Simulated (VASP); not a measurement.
# BeTe3 (C2) in VASP: a series of runs, part 2 of 2

VASP 6.6.1.

### 4 Relaxation of cell and atoms, PBE

This run uses another cell than the first one, of 27.93 Å³/atom.

INCAR reads:

```
SYSTEM = BeTe3
ALGO     = Normal         ! electronic algorithm
EDIFF    = 1E-7           ! SCF threshold, eV
EDIFFG   = -0.08          ! ionic threshold
ENCUT    = 600            ! plane-wave cutoff, eV
GGA      = PE             ! functional
IBRION   = 2              ! ionic algorithm
ISIF     = 3              ! what is computed and relaxed
ISMEAR   = 0              ! smearing method
LASPH    = .TRUE.         ! aspherical terms in the spheres
LCHARG   = .FALSE.        ! write CHGCAR
LREAL    = .FALSE.        ! projectors in reciprocal space
LWAVE    = .FALSE.        ! write WAVECAR
NELM     = 100            ! most SCF steps
NSW      = 36             ! ionic steps
PREC     = Accurate       ! precision mode
SIGMA    = 0.2            ! smearing width, eV
```

KPOINTS reads:

```
k-points
0
G
  5 5 3
  0 0 0
```

POSCAR reads:

```
BeTe3
1.0
    2.8050000000     -2.8050000000      0.0000000000
    2.8050000000      2.8050000000      0.0000000000
    0.0000000000      0.0000000000      7.1000000000
Be Te
1 3
Direct
    0.0000000000      0.0000000000      0.0000000000
    0.5000000000      0.0000000000      0.1970000000
    0.0000000000      0.5000000000      0.8030000000
    0.6000000000      0.4000000000      0.5000000000
```

Potentials or basis: VASP PAW PBE potentials, release 64 (Be, Te).

On the command line:

```sh
> cat potpaw_PBE.64/Be/POTCAR potpaw_PBE.64/Te/POTCAR > POTCAR
> mpirun -np 1 vasp_std > vasp.out
```

OUTCAR:

```text
SYSTEM = BeTe3
   EDIFF = 1E-7
   EDIFFG = -0.08
   ENCUT = 600
   GGA = PE
   IBRION = 2
   ISIF = 3
   ISMEAR = 0
   LASPH = .TRUE.
   LREAL = .FALSE.
   NELM = 100
   NSW = 36
   PREC = Accurate

 ion  position               nearest neighbor table
   1  0.000  0.000  0.000-   2 2.43   3 2.43   3 2.43   2 2.43
   2  0.500  0.000  0.197-   1 2.43   1 2.43   4 2.70   4 3.23
   3  0.000  0.500  0.803-   1 2.43   1 2.43   4 2.70   4 3.23
   4  0.600  0.400  0.500-   2 2.70   3 2.70   2 3.23   3 3.23

  LATTYP: Found a simple tetragonal cell.
 ALAT       =     3.9668690425
 C/A-ratio  =     1.7898246511

  Lattice vectors:

 A1 = (   2.8050000000,  -2.8050000000,   0.0000000000)
 A2 = (   2.8050000000,   2.8050000000,   0.0000000000)
 A3 = (   0.0000000000,   0.0000000000,   7.1000000000)

Analysis of symmetry for initial positions (statically):
=====================================================================
 Subroutine PRICEL returns:
 Original cell was already a primitive cell.

 Routine SETGRP: Setting up the symmetry group for a
 simple tetragonal supercell.

 Subroutine GETGRP returns: Found  2 space group operations
 (whereof  2 operations were pure point group operations)
 out of a pool of 16 trial point group operations.

The static configuration has the point symmetry C_2 .

Analysis of symmetry for dynamics (positions and initial velocities):
=====================================================================
 Subroutine PRICEL returns:
 Original cell was already a primitive cell.

 Routine SETGRP: Setting up the symmetry group for a
 simple tetragonal supercell.

 Subroutine GETGRP returns: Found  2 space group operations
 (whereof  2 operations were pure point group operations)
 out of a pool of 16 trial point group operations.

The dynamic configuration has the point symmetry C_2 .

 Subroutine INISYM returns: Found  2 space group operations
 (whereof  2 operations are pure point group operations),
 and found     1 'primitive' translations

----------------------------------------------------------------------------------------

                                     Primitive cell

  volume of cell :     111.7260

  direct lattice vectors                    reciprocal lattice vectors
     2.805000000 -2.805000000  0.000000000     0.178253119 -0.178253119  0.000000000
     2.805000000  2.805000000  0.000000000     0.178253119  0.178253119  0.000000000
     0.000000000  0.000000000  7.100000000     0.000000000  0.000000000  0.140845070

  length of vectors
     3.966869042  3.966869042  7.100000000     0.252087979  0.252087979  0.140845070

  position of ions in fractional coordinates (direct lattice)
     0.000000000  0.000000000  0.000000000
     0.500000000  0.000000000  0.197000000
     0.000000000  0.500000000  0.803000000
     0.600000000  0.400000000  0.500000000

  ion indices of the primitive-cell ions
   primitive index   ion index
                 1           1
                 2           2
                 3           3
                 4           4

----------------------------------------------------------------------------------------

 KPOINTS: k-points

Automatic generation of k-mesh.
 Grid dimensions read from file:
 generate k-points for:    5    5    3

 Generating k-lattice:

  Cartesian coordinates                     Fractional coordinates (reciprocal lattice)
[... 66 lines left out ...]
   ISYM   =      2    0-nonsym 1-usesym 2-fastsym
   POTIM  = 0.5000    time-step for ionic-motion
   TEBEG  =    0.0;   TEEND  =   0.0 temperature during run
   PSTRESS=    0.0 pullay stress
   NELECT =      20.0000    total number of electrons
   NUPDOWN=      -1.0000    fix difference up-down
   EMIN   =  10.00;   EMAX   =-10.00  energy-range for DOS
   EFERMI =   0.00;   METHOD = LEGACY
   ISMEAR =     0;   SIGMA  =   0.20  broadening in eV -4-tet -1-fermi 0-gaus
   EFERMI_NEDOS =   21; number of points for ismear=-14 and -15
   IALGO  =     38    algorithm
   IMIX   =      4    mixing-type and parameters
     AMIX     =   0.40;   BMIX     =  1.00
     AMIX_MAG =   1.60;   BMIX_MAG =  1.00
  volume/ion in A,a.u.               =      27.93       188.49
  Fermi-wavevector in a.u.,A,eV,Ry     =   0.922643  1.743542 11.582221  0.851269
  Thomas-Fermi vector in A             =   2.048192
   LORBIT       =      0    0 simple, 1 ext, 2 COOP (PROOUT), +10 PAW based schemes
   GGA     = PE    functional components
   LHFCALC =     F    Hartree Fock is set to
   AEXX    =    0.0000 exact exchange contribution
   IVDW    =     0    specifies the selected vdW correction
   LEPSILON=     F    determine dielectric tensor
   LRPA    =     F    only Hartree local field effects (RPA)
 conjugate gradient relaxation of ions
 non-spin polarized calculation
 Gauss-broadening in eV      SIGMA  =   0.20
  energy-cutoff  :      600.00
  volume of cell :      111.73
 maximum number of plane-waves:      3745
   NGX = 15   NGY = 15   NGZ = 29

--------------------------------------- Ionic step        1  -------------------------------------------

 number of electron      19.9999998 magnetization

 Free energy of the ion-electron system (eV)
  ---------------------------------------------------
  ext. energy  EPLUGINS =         0.00000000
  ---------------------------------------------------
  free energy    TOTEN  =       -12.13417073 eV

  energy without entropy =      -12.08030616  energy(sigma->0) =      -12.10723845

------------------------ aborting loop because EDIFF is reached ----------------------------------------

  FORCE on cell =-STRESS in cart. coord.  units (eV):
  Direction    XX          YY          ZZ          XY          YZ          ZX
  --------------------------------------------------------------------------------------
  -------------------------------------------------------------------------------------
  Total        3.1209061      2.2920932      9.3896872      0.0000000      0.0000000      4.3588882
  in kB       44.7545511     32.8691738    134.6503945      0.0000000      0.0000000     62.5075154
  external PRESSURE =      70.7580398 kB  Pullay stress =       0.0000000 kB
[... 95 lines left out ...]
  FREE ENERGIE OF THE ION-ELECTRON SYSTEM (eV)
  ---------------------------------------------------
  free  energy   TOTEN  =       -12.8024718033 eV

  energy  without entropy=      -12.7723599862  energy(sigma->0) =      -12.78741589

 E-fermi :   4.7650     XC(G=0):  -8.7547

 val. band max:        4.6661776358   @ k =  -0.2000  -0.2000   0.3333
 cond. band min:       4.9555753653   @ k =   0.2000  -0.4000   0.3333
 fundamental gap:      0.2893977295
 Fermi energy:         4.7650475755

 k-point     1 :       0.0000    0.0000    0.0000
  band No.  band energies     occupation
      1      -7.9177      2.00000
      2      -6.3152      2.00000
      3      -5.6282      2.00000
      4       1.5310      2.00000
      5       1.9125      2.00000
      6       2.4244      2.00000
      7       2.4779      2.00000
      8       4.0680      2.00000
      9       4.1092      2.00000
     10       4.9985      0.09884
     11       5.1536      0.00600
     12       6.8109      0.00000
     13       7.3434      0.00000
     14       7.7665      0.00000
[... 377 lines left out ...]
      1      -6.3596      2.00000
      2      -5.9351      2.00000
      3      -5.3405      2.00000
      4      -0.0982      2.00000
      5       0.3818      2.00000
      6       0.9988      2.00000
      7       1.1114      2.00000
      8       1.8800      2.00000
      9       3.1632      2.00000
     10       3.9662      2.00000
     11       4.5034      1.93573
     12       5.4379      0.00000
     13       7.9748      0.00000
     14       8.6128      0.00000

[... ionic steps 4 to 9 ...]

--------------------------------------- Ionic step       10  -------------------------------------------

 number of electron      20.0000000 magnetization

------------------------ aborting loop because EDIFF is reached ----------------------------------------
[... 71 lines left out ...]
--------------------------------------- Ionic step       12  -------------------------------------------

 number of electron      20.0000000 magnetization

 Free energy of the ion-electron system (eV)
  ---------------------------------------------------
  ext. energy  EPLUGINS =         0.00000000
  ---------------------------------------------------
  free energy    TOTEN  =       -12.93070336 eV

  energy without entropy =      -12.91486858  energy(sigma->0) =      -12.92278597

 E-fermi :   4.9188     XC(G=0):  -8.8385

 val. band max:        4.7839655708   @ k =  -0.2000  -0.2000   0.3333
 cond. band min:       5.1384930979   @ k =   0.4000   0.2000   0.3333
 fundamental gap:      0.3545275271
 Fermi energy:         4.9187940777

 k-point     1 :       0.0000    0.0000    0.0000
  band No.  band energies     occupation
      1      -7.7978      2.00000
      2      -6.1724      2.00000
      3      -5.5568      2.00000
      4       1.7082      2.00000
      5       2.1105      2.00000
      6       2.6338      2.00000
      7       2.6957      2.00000
      8       4.3450      1.99995
      9       4.3872      1.99983
     10       5.3458      0.00253
     11       5.5228      0.00002
     12       6.9582      0.00000
     13       7.4496      0.00000
     14       7.9955      0.00000
[... 420 lines left out ...]
  FREE ENERGIE OF THE ION-ELECTRON SYSTEM (eV)
  ---------------------------------------------------
  free  energy   TOTEN  =       -12.9307033643 eV

  energy  without entropy=      -12.9148685794  energy(sigma->0) =      -12.92278597

 reached required accuracy - stopping structural energy minimisation
```

It took 3.4 min on 1 thread of Intel Xeon 6975P-C (Granite Rapids), shared host; peak memory 0.27 GiB.

What came out:

```
Free energy                           : -12.9307 eV
Relaxed volume                        : 29.64 Å³/atom
Relaxed cell                          : a = 3.932 Å, b = 3.932 Å, c = 7.673 Å, α = 89.42°, β = 89.42°, γ = 92.02°
Space group after relaxing (to 0.1 Å) : C2 (No. 5)
Energy gained by relaxing             : 199.1 meV/atom
Ionic steps                           : 12
Pressure after relaxing               : 0.1 GPa
Largest force after relaxing          : 0.072 eV/Å
Band gap on the k mesh                : zero (bands 10 and 11 overlap by 1.34 eV)
```

Forces on the atoms (eV/Å):
```
Be   0.000 -0.047  0.000
Te   0.065  0.004 -0.030
Te  -0.065  0.004  0.030
Te   0.000  0.039  0.000
```

Step by step:
```csv
step,energy change (eV),largest force (eV/Å),pressure (GPa),volume (Å³)
1,0.0000,2.4548,7.08,111.73
2,-0.5401,0.2948,-3.59,132.31
3,-0.6683,0.5150,-1.41,124.79
4,-0.6684,0.5365,-1.31,124.52
5,-0.7249,0.3339,-0.45,121.00
6,-0.7440,0.2757,0.53,117.73
7,-0.7624,0.2523,0.17,118.36
8,-0.7671,0.2669,-0.10,118.89
9,-0.7817,0.1855,-0.09,118.92
10,-0.7938,0.1262,-0.07,118.96
11,-0.7939,0.1317,-0.07,118.96
12,-0.7965,0.0719,0.13,118.57
```

Final structure:
```xyz
4
Lattice="2.7311 -2.8292 0.0262 2.7311 2.8292 0.0262 0.0379 0.0000 7.6731" Properties=species:S:1:pos:R:3 pbc="T T T"
Be    2.7311   -2.8280    0.0262
Te    3.9985    1.3114    1.4370
Te    1.5015    1.3114    6.2885
Te    2.7500   -0.3606    3.8628
```

Caveat: spin-orbit coupling is left out, which moves the levels of the heavy elements; the relaxation stopped at a loose force limit of 0.08 eV/Å, so its end isn't a converged minimum.

### 5 Summary

```csv
task,cell,k mesh,cutoff (eV),smearing,gap on the mesh (eV),pressure (GPa),relaxed volume (Å³/atom),largest force (eV/Å)
relaxation of cell and atoms,"relaxed from a = 3.952, b = 3.952, c = 7.694 Å, angles 90.1, 90.1, 91.6°, 4 atoms, atomic positions A",10 × 10 × 6,600,gaussian 0.1 eV,none,0.0,29.69,0.01
single point,"a = 3.952, b = 3.952, c = 7.694 Å, angles 90.1, 90.1, 91.6°, 4 atoms, atomic positions A",5 × 5 × 3,520,gaussian 0.2 eV,none,-0.2,-,0.04
relaxation of cell and atoms,"relaxed from a = 3.967, b = 3.967, c = 7.100 Å, 4 atoms, atomic positions B",5 × 5 × 3,600,gaussian 0.2 eV,none,0.1,29.64,0.07
```

Alike in all rows: level PBE; potentials or basis VASP PAW PBE potentials, release 64 (Be, Te); no spin polarisation.

Caveats: spin-orbit coupling is left out, which moves the levels of the heavy elements; the relaxation stopped at a loose force limit of 0.08 eV/Å, so its end isn't a converged minimum (at least some runs).

Total energies depend on the potentials used, so only differences within one code and one set of settings carry meaning.

The gap in the log of VASP goes by the Fermi energy; the results here count the filled bands.